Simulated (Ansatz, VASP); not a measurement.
# BeS: VASP beside Ansatz

The input POSCAR:

```
BeS
1.0
    0.0000000000      2.3612770434      2.4893639833
    2.3612770434      0.0000000000      2.4893639833
    2.3612770434      2.3612770434      0.0000000000
Be S
1 1
Direct
    0.0000000000      0.0000000000      0.0000000000
    0.2500000000      0.2500000000      0.2500000000
```

Contents of INCAR.step1:

```
ALGO     = Normal         # electronic algorithm
EDIFF    = 1E-4           # SCF threshold, eV
ENCUT    = 520            # plane-wave cutoff, eV
GGA      = PE             # functional
ISMEAR   = 0              # smearing method
LASPH    = T              # aspherical terms in the spheres
LCHARG   = F              # write CHGCAR
LREAL    = F              # projectors in reciprocal space
LWAVE    = T              # write WAVECAR
NBANDS   = 11             # bands
NELM     = 80             # most SCF steps
PREC     = Accurate       # precision mode
SIGMA    = 0.01           # smearing width, eV
```

INCAR.step2

```
ALGO     = Normal         # electronic algorithm
EDIFF    = 1E-7           # SCF threshold, eV
ENCUT    = 520            # plane-wave cutoff, eV
ISIF     = 2              # what is computed and relaxed
ISMEAR   = 0              # smearing method
ISTART   = 1            
LASPH    = T              # aspherical terms in the spheres
LCHARG   = F              # write CHGCAR
LMIXTAU  = T            
LREAL    = F              # projectors in reciprocal space
LWAVE    = F              # write WAVECAR
METAGGA  = R2SCAN         # meta-GGA
NBANDS   = 11             # bands
NELM     = 80             # most SCF steps
PREC     = Accurate       # precision mode
SIGMA    = 0.01           # smearing width, eV
```

Contents of KPOINTS:

```
k-points
0
Gamma
  10 10 10
```

Input for Ansatz:

```yaml
crystal:
  lattice:
    - [0.0, 2.3612770434, 2.4893639833]
    - [2.3612770434, 0.0, 2.4893639833]
    - [2.3612770434, 2.3612770434, 0.0]
  atoms:
    - { symbol: Be, position: [0.0, 0.0, 0.0] }
    - { symbol: S, position: [0.25, 0.25, 0.25] }
kpoints:
  mp_grid: { grid: [10, 10, 10] }
  band_path:
    path:
      - [0.0, 0.0, 0.0]
      - [-0.5, -0.5, 0.0]
      - [-0.375, -0.375, 0.25]
      - [-0.375, 0.0, 0.375]
      - [0.0, 0.0, 0.5]
      - [-0.5, -0.25, 0.25]
      - [-0.0375, 0.0, 0.0375]
      - [0.0, 0.5, 0.5]
    npoints: 1
hamiltonian:
  xc: r2scan
scf:
  occupations: { method: fixed }
  n_extra_bands: 4
output:
  forces: true
  stress: true
  eigenvalues: true
```

Change from the starting cell: epitaxial_xy strain -3.0%.

Alike in both runs: task single point; functional r2SCAN; k mesh 10 × 10 × 10; no spin polarisation.

|  | VASP | Ansatz |
| --- | --- | --- |
| version | VASP 6.6.1 | Ansatz 0.2.0 |
| potentials or method | VASP PAW PBE potentials, release 64 (Be, S) | plane waves, PAW |
| plane-wave cutoff (eV) | 520 | 500 |
| occupations | gaussian, width 0.01 eV | fixed |
| valence electrons in the cell | 8 | 8 |

```tsv
	VASP	Ansatz	Ansatz less VASP
gap on the k mesh at the Fermi level (eV)	3.26	3.25	-0.010
pressure (GPa)	4.3	4.0	-0.29
traceless stress, the component that is largest in VASP (GPa)	-3.96	-4.01	-0.055
```

VASP's potentials were made for PBE, not for r2SCAN.
